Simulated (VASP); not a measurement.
# Lu (Fm-3m) in VASP: notebook

The runs below take Lu through single point, with PBE.

Program: VASP 6.6.1. These are calculated values, not measurements. Logs are shortened: lines on timing, memory, paths and dates and some standing lists are left out, and cuts for length are marked.

## (1) The cell of the first run

Symmetry: Fm-3m, No. 225, cubic system. The conventional cell has a = 3.926 Å, b = 3.926 Å, c = 3.926 Å, α = 90.00°, β = 90.00°, γ = 90.00°. Lu (site symmetry m-3m) has 12 Lu at 2.78 Å within 3.7 Å.

This isn't the form of Lu at room conditions, which is hcp.

## (2) Single point, PBE (15.12 Å³/atom)

Input file INCAR:

```
PREC = Accurate ; ENCUT = 520
EDIFF = 1E-6 ; ISMEAR = -1
SIGMA = 0.1 ; LREAL = False
LASPH = True ; NELM = 60
ALGO = Normal ; ISIF = 2
LWAVE = False ; LCHARG = True
GGA = PE ; LELF = True
LVHAR = True ; NBANDS = 18
```

Input file KPOINTS:

```
regular mesh
0
Gamma
  15 15 15
```

Input file POSCAR:

```
Lu
1.0
    0.0000000000      1.9628544321      1.9628544321
    1.9628544321      0.0000000000      1.9628544321
    1.9628544321      1.9628544321      0.0000000000
Lu
1
Direct
    0.0000000000      0.0000000000      0.0000000000
```

Potentials or basis: VASP PAW PBE potentials, release 64 (Lu).

The run is started by

```
$ cat potpaw_PBE.64/Lu/POTCAR > POTCAR
$ mpirun -np 1 vasp_std > vasp.out
```

OUTCAR:

```text
PREC = Accurate
   ENCUT = 520
   EDIFF = 1E-6
   ISMEAR = -1
   LREAL = False
   LASPH = True
   NELM = 60
   ISIF = 2
   GGA = PE

 ion  position               nearest neighbor table
   1  0.000  0.000  0.000-

  LATTYP: Found a face centered cubic cell.
 ALAT       =     3.9257088642

  Lattice vectors:

 A1 = (   0.0000000000,   1.9628544321,   1.9628544321)
 A2 = (   1.9628544321,   0.0000000000,   1.9628544321)
 A3 = (   1.9628544321,   1.9628544321,   0.0000000000)

Analysis of symmetry for initial positions (statically):
=====================================================================
 Subroutine PRICEL returns:
 Original cell was already a primitive cell.

 Routine SETGRP: Setting up the symmetry group for a
 face centered cubic supercell.

 Subroutine GETGRP returns: Found 48 space group operations
 (whereof 48 operations were pure point group operations)
 out of a pool of 48 trial point group operations.

The static configuration has the point symmetry O_h .

Analysis of symmetry for dynamics (positions and initial velocities):
=====================================================================
 Subroutine PRICEL returns:
 Original cell was already a primitive cell.

 Routine SETGRP: Setting up the symmetry group for a
 face centered cubic supercell.

 Subroutine GETGRP returns: Found 48 space group operations
 (whereof 48 operations were pure point group operations)
 out of a pool of 48 trial point group operations.

The dynamic configuration has the point symmetry O_h .

 Subroutine INISYM returns: Found 48 space group operations
 (whereof 48 operations are pure point group operations),
 and found     1 'primitive' translations

----------------------------------------------------------------------------------------

                                     Primitive cell

  volume of cell :      15.1250

  direct lattice vectors                    reciprocal lattice vectors
     0.000000000  1.962854432  1.962854432    -0.254731065  0.254731065  0.254731065
     1.962854432  0.000000000  1.962854432     0.254731065 -0.254731065  0.254731065
     1.962854432  1.962854432  0.000000000     0.254731065  0.254731065 -0.254731065

  length of vectors
     2.775895359  2.775895359  2.775895359     0.441207147  0.441207147  0.441207147

  position of ions in fractional coordinates (direct lattice)
     0.000000000  0.000000000  0.000000000

  ion indices of the primitive-cell ions
   primitive index   ion index
                 1           1

----------------------------------------------------------------------------------------

 KPOINTS: regular mesh

Automatic generation of k-mesh.
 Grid dimensions read from file:
 generate k-points for:   15   15   15

 Generating k-lattice:

  Cartesian coordinates                     Fractional coordinates (reciprocal lattice)
    -0.016982071  0.016982071  0.016982071     0.066666667  0.000000000  0.000000000
     0.016982071 -0.016982071  0.016982071     0.000000000  0.066666667  0.000000000
     0.016982071  0.016982071 -0.016982071     0.000000000  0.000000000  0.066666667

  Length of vectors
     0.029413810  0.029413810  0.029413810

  Shift w.r.t. Gamma in fractional coordinates (k-lattice)
     0.000000000  0.000000000  0.000000000

 Subroutine IBZKPT returns following result:
 ===========================================

 Found    120 irreducible k-points:

 Following reciprocal coordinates:
            Coordinates               Weight
  0.000000  0.000000  0.000000      1.000000
  0.066667  0.000000  0.000000      8.000000
  0.133333  0.000000  0.000000      8.000000
  0.200000  0.000000  0.000000      8.000000
  0.266667  0.000000  0.000000      8.000000
  0.333333  0.000000  0.000000      8.000000
[... 16 lines left out ...]
  0.133333  0.133333  0.000000      6.000000
  0.200000  0.133333  0.000000     24.000000
 [... further k-points ...]
   k-points           NKPTS =    120   k-points in BZ     NKDIM =    120   number of bands    NBANDS=     18
   number of dos      NEDOS =    301   number of ions     NIONS =      1
   total plane-waves  NPLWV =  13824
   dimension x,y,z NGX =    24 NGY =   24 NGZ =   24
   dimension x,y,z NGXF=    48 NGYF=   48 NGZF=   48
   ions per type =               1
   NGX,Y,Z   is equivalent  to a cutoff of  14.37, 14.37, 14.37 a.u.
   NGXF,Y,Z  is equivalent  to a cutoff of  28.75, 28.75, 28.75 a.u.
 SYSTEM =  unknown system
   PREC   = accura    normal or accurate (medium, high low for compatibility)
   ISTART =      0    job   : 0-new  1-cont  2-samecut
   ICHARG =      2    charge: 1-file 2-atom 10-const
   ISPIN  =      1    spin polarized calculation?
   LNONCOLLINEAR =      F non collinear calculations
   LSORBIT =      F    spin-orbit coupling
   LASPH  =      T    aspherical Exc in radial PAW
   ENCUT  =  520.0 eV  38.22 Ry    6.18 a.u.   5.16  5.16  5.16*2*pi/ulx,y,z
   NELM   =     60;   NELMIN=  2; NELMDL= -5     # of ELM steps
   EDIFF  = 0.1E-05   stopping-criterion for ELM
   LREAL  =      F    real-space projection
   EDIFFG = 0.1E-04   stopping-criterion for IOM
   NSW    =      0    number of steps for IOM
   IBRION =     -1    ionic relax: 0-MD 1-quasi-New 2-CG
   NFREE  =      0    steps in history (QN), initial steepest desc. (CG)
   ISIF   =      2    stress and relaxation
   ISYM   =      2    0-nonsym 1-usesym 2-fastsym
   POTIM  = 0.5000    time-step for ionic-motion
   TEBEG  =    0.0;   TEEND  =   0.0 temperature during run
   PSTRESS=    0.0 pullay stress
   NELECT =      25.0000    total number of electrons
   NUPDOWN=      -1.0000    fix difference up-down
   EMIN   =  10.00;   EMAX   =-10.00  energy-range for DOS
   EFERMI =   0.00;   METHOD = LEGACY
   ISMEAR =    -1;   SIGMA  =   0.10  broadening in eV -4-tet -1-fermi 0-gaus
   EFERMI_NEDOS =   21; number of points for ismear=-14 and -15
   IALGO  =     38    algorithm
   IMIX   =      4    mixing-type and parameters
     AMIX     =   0.40;   BMIX     =  1.00
     AMIX_MAG =   1.60;   BMIX_MAG =  1.00
  volume/ion in A,a.u.               =      15.12       102.07
  Fermi-wavevector in a.u.,A,eV,Ry     =   1.935635  3.657819 50.976702  3.746682
  Thomas-Fermi vector in A             =   2.966645
   LORBIT       =      0    0 simple, 1 ext, 2 COOP (PROOUT), +10 PAW based schemes
   GGA     = PE    functional components
   LHFCALC =     F    Hartree Fock is set to
   AEXX    =    0.0000 exact exchange contribution
   IVDW    =     0    specifies the selected vdW correction
   LEPSILON=     F    determine dielectric tensor
   LRPA    =     F    only Hartree local field effects (RPA)
 non-spin polarized calculation
  energy-cutoff  :      520.00
  volume of cell :       15.12
 maximum number of plane-waves:       420
 NGX is ok and might be reduce to    24
   NGX = 11   NGY = 11   NGZ = 11

 number of electron      24.9999999 magnetization

 Free energy of the ion-electron system (eV)
  ---------------------------------------------------
  ext. energy  EPLUGINS =         0.00000000
  ---------------------------------------------------
  free energy    TOTEN  =        -2.15974772 eV

  energy without entropy =       -2.13159565  energy(sigma->0) =       -2.14567169

 E-fermi :   5.2852     XC(G=0): -14.3669

 val. band max:        5.2679790447   @ k =   0.4667   0.2667   0.1333
 cond. band min:       5.3064369834   @ k =  -0.4667   0.2000   0.0000
 fundamental gap:      0.0384579387
 Fermi energy:         5.2851503913

 k-point     1 :       0.0000    0.0000    0.0000
  band No.  band energies     occupation
      1     -50.5079      2.00000
      2     -19.5371      2.00000
      3     -19.5371      2.00000
      4     -19.5371      2.00000
      5      -1.7482      2.00000
      6       0.3074      2.00000
[... 10 lines left out ...]
     17      12.8184      0.00000
     18      18.9934      0.00000

 k-point     2 :       0.0667    0.0000    0.0000
  band No.  band energies     occupation
      1     -50.4887      2.00000
      2     -19.7183      2.00000
      3     -19.5559      2.00000
      4     -19.5559      2.00000
      5      -1.4590      2.00000
      6       0.3133      2.00000
[... 10 lines left out ...]
     17      12.6321      0.00000
     18      19.5472      0.00000

 k-point     3 :       0.1333    0.0000    0.0000
  band No.  band energies     occupation
      1     -50.4340      2.00000
      2     -20.2076      2.00000
      3     -19.6089      2.00000
      4     -19.6089      2.00000
      5      -0.6840      2.00000
      6       0.3357      2.00000
[... 10 lines left out ...]
     17      12.2713      0.00000
     18      20.7055      0.00000

 k-point     4 :       0.2000    0.0000    0.0000
  band No.  band energies     occupation
      1     -50.3525      2.00000
      2     -20.8759      2.00000
      3     -19.6859      2.00000
      4     -19.6859      2.00000
      5       0.2020      2.00000
      6       0.4743      2.00000
[... 10 lines left out ...]
     17      12.2261      0.00000
     18      20.1661      0.00000

 k-point     5 :       0.2667    0.0000    0.0000
  band No.  band energies     occupation
      1     -50.2575      2.00000
      2     -21.5823      2.00000
      3     -19.7727      2.00000
      4     -19.7727      2.00000
      5       0.3446      2.00000
      6       0.5308      2.00000
[... 10 lines left out ...]
     17      12.8953      0.00000
     18      19.1487      0.00000

 k-point     6 :       0.3333    0.0000    0.0000
  band No.  band energies     occupation
      1     -50.1652      2.00000
      2     -22.2098      2.00000
      3     -19.8543      2.00000
      4     -19.8543      2.00000
      5       0.3703      2.00000
      6       0.5691      2.00000
[... 10 lines left out ...]
     17      14.1231      0.00000
     18      18.4905      0.00000

 k-point     7 :       0.4000    0.0000    0.0000
  band No.  band energies     occupation
      1     -50.0921      2.00000
      2     -22.6734      2.00000
      3     -19.9171      2.00000
      4     -19.9171      2.00000
      5       0.3706      2.00000
      6       0.6095      2.00000
[... 10 lines left out ...]
     17      15.5098      0.00000
     18      18.3382      0.00000

 k-point     8 :       0.4667    0.0000    0.0000
  band No.  band energies     occupation
      1     -50.0516      2.00000
      2     -22.9185      2.00000
      3     -19.9511      2.00000
      4     -19.9511      2.00000
      5       0.3660      2.00000
      6       0.5921      2.00000
[... 10 lines left out ...]
     17      16.5237      0.00000
     18      18.6299      0.00000
[... 229 lines left out ...]
     17      14.4534      0.00000
     18      19.4857      0.00000

 k-point    20 :      -0.2000    0.0667    0.0000
  band No.  band energies     occupation
      1     -50.3080      2.00000
      2     -21.1367      2.00000
      3     -19.8747      2.00000
      4     -19.6705      2.00000
      5       0.3450      2.00000
      6       0.5310      2.00000
[... 10 lines left out ...]
     17      13.3641      0.00000
     18      20.3946      0.00000

 k-point    21 :      -0.1333    0.0667    0.0000
  band No.  band energies     occupation
      1     -50.3940      2.00000
      2     -20.4794      2.00000
      3     -19.7645      2.00000
      4     -19.5988      2.00000
      5      -0.1416      2.00000
      6       0.3554      2.00000
[... 10 lines left out ...]
     17      12.8300      0.00000
     18      21.3307      0.00000

 k-point    22 :      -0.0667    0.0667    0.0000
  band No.  band energies     occupation
      1     -50.4577      2.00000
      2     -19.9646      2.00000
      3     -19.6514      2.00000
      4     -19.5580      2.00000
      5      -1.0044      2.00000
      6       0.3237      2.00000
[... 10 lines left out ...]
     17      12.7513      0.00000
     18      20.3884      0.00000

 k-point    23 :       0.1333    0.1333    0.0000
  band No.  band energies     occupation
      1     -50.4095      2.00000
      2     -20.1931      2.00000
      3     -19.7492      2.00000
      4     -19.7492      2.00000
      5      -0.3156      2.00000
      6       0.3393      2.00000
[... 10 lines left out ...]
     17      13.3441      0.00000
     18      21.7097      0.00000

 k-point    24 :       0.2000    0.1333    0.0000
  band No.  band energies     occupation
      1     -50.3488      2.00000
      2     -20.6281      2.00000
      3     -19.8529      2.00000
      4     -19.8253      2.00000
      5       0.3569      2.00000
      6       0.4509      2.00000
[... 10 lines left out ...]
     17      13.5742      0.00000
     18      22.8024      0.00000

 [... further k-points ...]

------------------------ aborting loop because EDIFF is reached ----------------------------------------

  FORCE on cell =-STRESS in cart. coord.  units (eV):
  Direction    XX          YY          ZZ          XY          YZ          ZX
  --------------------------------------------------------------------------------------
  -------------------------------------------------------------------------------------
  Total        8.3353564      8.3353564      8.3353564     -0.0000000     -0.0000000      0.0000000
  in kB      882.9588903    882.9588903    882.9588903     -0.0000000     -0.0000000      0.0000000
  external PRESSURE =     882.9588903 kB  Pullay stress =       0.0000000 kB

 VOLUME and BASIS-vectors are now :
 -----------------------------------------------------------------------------
  energy-cutoff  :      520.00
  volume of cell :       15.12
      direct lattice vectors                 reciprocal lattice vectors
     0.000000000  1.962854432  1.962854432    -0.254731065  0.254731065  0.254731065
     1.962854432  0.000000000  1.962854432     0.254731065 -0.254731065  0.254731065
     1.962854432  1.962854432  0.000000000     0.254731065  0.254731065 -0.254731065

 POSITION                                       TOTAL-FORCE (eV/Angst)
 -----------------------------------------------------------------------------------
      0.00000      0.00000      0.00000         0.000000      0.000000      0.000000
 -----------------------------------------------------------------------------------
    total drift:                                0.000000      0.000000      0.000000

  FREE ENERGIE OF THE ION-ELECTRON SYSTEM (eV)
  ---------------------------------------------------
  free  energy   TOTEN  =        -2.1597477242 eV

  energy  without entropy=       -2.1315956503  energy(sigma->0) =       -2.14567169
```

Wall time 66 s (1 thread of Intel Xeon 8259CL, shared host); peak memory 0.18 GiB.

What came out:

* Free energy: -2.1597 eV
* Pressure: 88.3 GPa
* Band gap on the k mesh: zero (an odd number of electrons rules out a gap without spin polarisation)

Caveat: the cell stands under pressure; spin-orbit coupling is left out, which moves the levels of the heavy elements.

## (3) Single point, PBE (17.45 Å³/atom)

This run uses another cell than the first one, of 17.45 Å³/atom.

Input file INCAR:

```
SYSTEM = Lu
PREC = Accurate
ENCUT = 520
EDIFF = 1E-6
ISMEAR = -1
SIGMA = 0.1
LREAL = .FALSE.
LASPH = .TRUE.
NELM = 80
ALGO = Normal
ISIF = 2
LWAVE = .FALSE.
LCHARG = .FALSE.
GGA = PE
NBANDS = 18
```

Input file KPOINTS:

```
Automatic mesh
0
G
  15 15 15
  0 0 0
```

Input file POSCAR:

```
Lu
1.0
    0.0000000000      2.0587521316      2.0587521316
    2.0587521316      0.0000000000      2.0587521316
    2.0587521316      2.0587521316      0.0000000000
Lu
1
Direct
    0.0000000000      0.0000000000      0.0000000000
```

Potentials or basis: VASP PAW PBE potentials, release 64 (Lu).

The run is started by

```
$ cat potpaw_PBE.64/Lu/POTCAR > POTCAR
$ mpirun -np 1 vasp_std > vasp.out
```

It took 45 s on 1 thread of Intel Xeon 8259CL, shared host; peak memory 0.18 GiB.

The run converged. Its results:

```
Free energy            : -3.1796 eV
Pressure               : 53.6 GPa
Band gap on the k mesh : zero (an odd number of electrons rules out a gap without spin polarisation)
```

Levels at points of the mesh, in eV from the Fermi level:
| k point | band 9 | band 10 | band 11 | band 12 | band 13 | band 14 | band 15 | band 16 |
| --- | --- | --- | --- | --- | --- | --- | --- | --- |
| (0.00, 0.00, 0.00) | -4.57 | -4.31 | -4.31 | -4.31 | 2.66 | 2.66 | 2.66 | 6.85 |

Caveat: the cell stands under pressure; spin-orbit coupling is left out, which moves the levels of the heavy elements.

(Continued in part 2 of 2.)
